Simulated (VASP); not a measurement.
Write the native input for VASP 6.6.1 that does the following.

```
Task                   : single point
Functional             : PBEsol
Potentials or basis    : VASP PAW PBE potentials, release 64 (O, H, N)
Cutoff                 : 520 eV
k mesh                 : 1 × 1 × 1
Occupations            : fermi-dirac, width 0.02 eV
Spin                   : no spin polarisation
Dipole correction      : no
Further INCAR settings : LREAL = Auto; ALGO = Normal; EDIFF = 1e-07; NBANDS = 67
```

The structure of H23NO10 lies in POSCAR:

```
H23NO10
1.0
    6.9726830000      0.0000000000      0.0000000000
    0.0000000000      6.9726830000      0.0000000000
    0.0000000000      0.0000000000      6.9726830000
O H N
10 23 1
Direct
    0.7207412125      0.8192111989      0.2476091341
    0.2571033274      0.9053903641      0.0648530845
    0.7964796334      0.1836165505      0.1124387843
    0.7894378677      0.0062816566      0.5892853583
    0.9587127365      0.5706268304      0.9697128064
    0.1804900639      0.9973779103      0.5366944116
    0.5449839036      0.3536658701      0.6941230513
    0.2810539358      0.2890422525      0.9387347740
    0.3091349485      0.3651248737      0.3936935036
    0.4833720391      0.8291499843      0.7564233165
    0.5843231364      0.7915460950      0.2643315349
    0.7323292913      0.9512837454      0.2009556436
    0.1558223714      0.8084119126      0.0600916462
    0.3341181580      0.8659507395     -0.0476717499
    0.8719025374      0.2622519911      0.0323835172
    0.8261812562      0.2110665292      0.2468346833
    0.7499265347     -0.0692990058      0.4715831768
    0.7464415061     -0.0880149004      0.6839547990
    0.8674852994      0.6498646217      1.0345802326
    0.9454610227      0.5723191489      0.8312868949
    0.2286924560      1.0829547249      0.4387980925
    0.0302322650      1.0060546278      0.5494154833
    0.4291891658      0.3255418323      0.7728158587
    0.6394238774      0.2431345294      0.7119354200
    0.1676399171      0.3504389917      0.9862057403
    0.2617787156      0.1471026289      0.9509682284
    0.3567206483      0.3374597698      0.2687344312
    0.4218462248      0.3570648486      0.4828557386
    0.4456103913      0.6992717151      0.7419238764
    0.3746907754      0.9097932604      0.7041909119
    0.9906373200      0.6371005250      0.4823824631
    1.0507289662      0.4406051444      0.5191832183
    0.8143206855      0.5212771038      0.5313593060
    0.9590999620      0.5333097747      0.5768654620
```

One way to write it, as run:

INCAR

```
PREC = Accurate ; ENCUT = 520
EDIFF = 1E-7 ; ISMEAR = -1
SIGMA = 0.02 ; LREAL = Auto
LASPH = True ; NELM = 60
ALGO = Normal ; ISIF = 2
LWAVE = False ; LCHARG = False
GGA = PS ; NBANDS = 67
```

KPOINTS

```
regular mesh
0
Gamma
  1 1 1
```

Potentials or basis: VASP PAW PBE potentials, release 64 (O, H, N).

Launch:

```sh
$ cat potpaw_PBE.64/O/POTCAR potpaw_PBE.64/H/POTCAR potpaw_PBE.64/N/POTCAR > POTCAR
$ mpirun -np 1 vasp_gam > vasp.out
```

Results of the run:

```json
{
 "Pressure": "0.6 GPa",
 "Largest force": "2.718 eV/Å",
 "Band gap on the k mesh": "4.13 eV"
}
```

Caveat: the k points lie up to 0.90 Å⁻¹ apart; the atoms stand as in a frame of molecular dynamics; the PAW data sets were made with another functional, which shifts forces and pressure a little.

It took 48 s on 1 thread of AMD EPYC 7R13 Processor (Zen 3), on a shared host, peak memory 0.33 GiB.
